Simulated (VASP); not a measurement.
Runs of VASP 6.6.1 on SnTe. The structure is that of space group Fm-3m (No. 225), or close to it. The cells are those of the table. 

```tsv
level	cell	gap on the mesh (eV)	pressure (GPa)
r2SCAN	a = 4.510, b = 4.533, c = 4.533 Å, angles 59.7, 60.2, 60.2°, 2 atoms	0.16	-0.5
r2SCAN	a = 4.510 Å, angles 60.0°, 2 atoms	0.14	-0.1
PBE	a = 4.502 Å, angles 60.5°, 2 atoms	none	(a)
r2SCAN	a = 4.421 Å, angles 61.3°, 2 atoms	none	(d)
r2SCAN	a = 4.502 Å, angles 60.5°, 2 atoms	0.08	(c)
r2SCAN	a = 4.466, b = 4.466, c = 4.510 Å, angles 59.7, 59.7, 60.7°, 2 atoms	0.04	0.9
PBE	a = 4.466, b = 4.466, c = 4.510 Å, angles 59.7, 59.7, 60.7°, 2 atoms	0.07	(b)
```

Alike in all rows: task single point; potentials or basis VASP PAW PBE potentials, release 64 (Sn_d, Te); no spin polarisation; k mesh 8 × 8 × 8; cutoff (eV) 520; smearing fermi-dirac 0.02 eV.

**Question.** Fill in the values left out.

**Answer.** (a) 0.4; (b) 1.5; (c) -0.3; (d) 1.3.

Caveats: spin-orbit coupling is left out, which moves the levels of the heavy elements; the PAW data sets were made with another functional, which shifts forces and pressure a little (at least some runs); semilocal functionals underestimate gaps, so a narrow gap can read as zero (at least some runs).

A k mesh can miss the band edges, and the runs leave out spin-orbit coupling on Sn, Te.

A gap of «none» marks levels without a gap at the run's occupations.
